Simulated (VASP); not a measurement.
Input of a VASP 6.6.1 run:

File INCAR:

```
PREC     = Accurate       # precision mode
ENCUT    = 600            # plane-wave cutoff, eV
EDIFF    = 1E-7           # SCF threshold, eV
ISMEAR   = 0              # smearing method
SIGMA    = 0.03           # smearing width, eV
LREAL    = F              # projectors in reciprocal space
LASPH    = T              # aspherical terms in the spheres
NELM     = 80             # most SCF steps
ALGO     = Normal         # electronic algorithm
ISIF     = 3              # what is computed and relaxed
LWAVE    = F              # write WAVECAR
LCHARG   = F              # write CHGCAR
GGA      = PS             # functional
IBRION   = 2              # ionic algorithm
NSW      = 90             # ionic steps
EDIFFG   = -0.005         # ionic threshold
KPAR     = 2
```

KPOINTS

```
regular mesh
0
Gamma
  8 8 8
```

Contents of POSCAR:

```
Bi2Se3                                  
1.0
    2.0659355075      1.1927684214      9.5231892464
   -2.0659355075      1.1927684214      9.5231892464
    0.0000000000     -2.3855368428      9.5231892464
  Bi              Se            
     2     3
Direct
     0.4002891862580206    0.4002891862580206    0.4002891862580206
     0.5997108137419794    0.5997108137419794    0.5997108137419794
     0.0000000000000000    0.0000000000000000    0.0000000000000000
     0.2114285618617105    0.2114285618617105    0.2114285618617104
     0.7885714381382896    0.7885714381382896    0.7885714381382896
```

Potentials or basis: VASP PAW PBE potentials, release 64 (Bi_d, Se).

The run is started by

```console
$ cat potpaw_PBE.64/Bi_d/POTCAR potpaw_PBE.64/Se/POTCAR > POTCAR
$ mpirun -np 2 vasp_std > vasp.out
```

Estimate the relaxed volume.

28.17 Å³/atom.

Predict the band gap on the k mesh.

0.11 eV.

Final structure:
```
Bi Se
1.0
     2.06624    1.19294    9.52347
    -2.06624    1.19294    9.52347
     0.00000   -2.38589    9.52347
Bi Se
2 3
Direct
  0.40030 0.40030 0.40030
  0.59970 0.59970 0.59970
  0.00000 0.00000 0.00000
  0.21143 0.21143 0.21143
  0.78857 0.78857 0.78857
```

Caveat: the PAW data sets were made with another functional, which shifts forces and pressure a little; spin-orbit coupling is left out, which moves the levels of the heavy elements. A k mesh can miss the band edges.
